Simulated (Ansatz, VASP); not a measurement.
**CrPb in VASP and in Ansatz**

```
CELL_PARAMETERS angstrom
3.48585 0.00000 0.00000
0.00000 3.48585 0.00000
0.00000 0.00000 3.48585
ATOMIC_POSITIONS crystal
Cr 0.00000 0.00000 0.00000
Pb 0.50000 0.50000 0.50000
```

Alike in both runs: functional PBEsol; k mesh 12 × 12 × 12; occupations gaussian, width 0.1 eV; collinear spin.

Ansatz relaxed the structure, and its values are those at the end. VASP's run is a single point on that final structure, the one shown.

|  | VASP | Ansatz |
| --- | --- | --- |
| version | VASP 6.6.1 | Ansatz 0.2.0 |
| potentials or method | VASP PAW PBE potentials, release 64 (Cr_pv, Pb_d), cutoff 520 eV | scalar-relativistic, plane waves, PAW |
| valence electrons in the cell | 26 | 28 |

```tsv
	VASP	Ansatz	Ansatz less VASP
gap on the k mesh at the Fermi level (eV)	none	none	-
pressure (GPa)	0.0	0.0	+0.01
net moment per atom (μB)	2.01	2.01	-0.002
size of the moment on the site where the two differ most (μB)	3.68	3.77	+0.091
```

VASP's potentials were made for PBE, not for PBEsol. Site moments also hang on the region over which each program counts them. A gap of «none» marks a metal or a gap that the smearing closes. With one functional, cell and mesh, what is left measures potentials, basis and numerics. VASP's potentials hold 26 valence electrons a cell and Ansatz's 28, so a difference there can come from the potentials and not from the codes.

Spin-orbit coupling is off throughout.
